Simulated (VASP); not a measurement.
# Fe: single point with PBE

Fe:

```xyz
1
Lattice="0.0000 1.9287 1.9519 1.4884 0.0000 1.9519 1.4884 1.9287 0.0000" Properties=species:S:1:pos:R:3 pbc="T T T"
Fe    0.0000    0.0000    0.0000
```

```
Program             : VASP 6.6.1
Task                : single point
Functional          : PBE
Potentials or basis : VASP PAW PBE potentials, release 64 (Fe)
Cutoff              : 520 eV
k mesh              : 16 × 16 × 16
Occupations         : fermi-dirac, width 0.05 eV
Spin                : collinear spin, ferromagnetic start
Starting moments    : [3.0] μB
```

```
Pressure                                              : 3.1 GPa
Net moment                                            : 2.19 μB per cell
Site moments                                          : Fe +2.18 μB
Valence electrons inside the program's atomic spheres : Fe 7.30
```

Stress tensor (GPa, compression positive):
```
-2.71  0.00  0.00
 0.00  6.96  0.00
 0.00  0.00  5.14
```

Levels at points of the mesh, in eV from the Fermi level:
Spin up:
```
           k point  band 3  band 4  band 5  band 6  band 7  band 8
(0.00, 0.00, 0.00)   -2.41   -2.07   -1.35   -0.96   24.03   25.53
(0.50, 0.00, 0.00)   -1.41   -0.80    0.29    0.33    7.20   19.07
(0.50, 0.50, 0.00)   -0.76   -0.69    0.41    0.85    7.91   17.48
(0.50, 0.00, 0.50)   -0.78   -0.75    0.49    1.08    8.18   17.24
(0.00, 0.50, 0.50)   -0.02    0.12    0.23    7.99   11.09   11.09
```
Spin down:
| k point | band 1 | band 2 | band 3 | band 4 | band 5 | band 6 | band 7 | band 8 |
| --- | --- | --- | --- | --- | --- | --- | --- | --- |
| (0.00, 0.00, 0.00) | -8.37 | -0.69 | -0.54 | -0.02 | 1.27 | 1.89 | 23.76 | 25.34 |
| (0.50, 0.00, 0.00) | -3.76 | -1.49 | 0.40 | 1.15 | 1.94 | 2.56 | 8.58 | 19.08 |
| (0.50, 0.50, 0.00) | -3.73 | -2.23 | 0.99 | 1.92 | 2.07 | 2.60 | 9.28 | 17.64 |
| (0.50, 0.00, 0.50) | -3.70 | -2.17 | 1.22 | 1.86 | 2.01 | 2.62 | 9.54 | 17.40 |
| (0.00, 0.50, 0.50) | -3.24 | -3.04 | 2.27 | 2.28 | 2.34 | 8.25 | 11.37 | 11.39 |

Run time: 3.1 min on 1 thread of Intel Xeon 8259CL, on a shared host, peak memory 0.25 GiB.

Caveat: the stress differs along the axes, from -3 to 7 GPa.
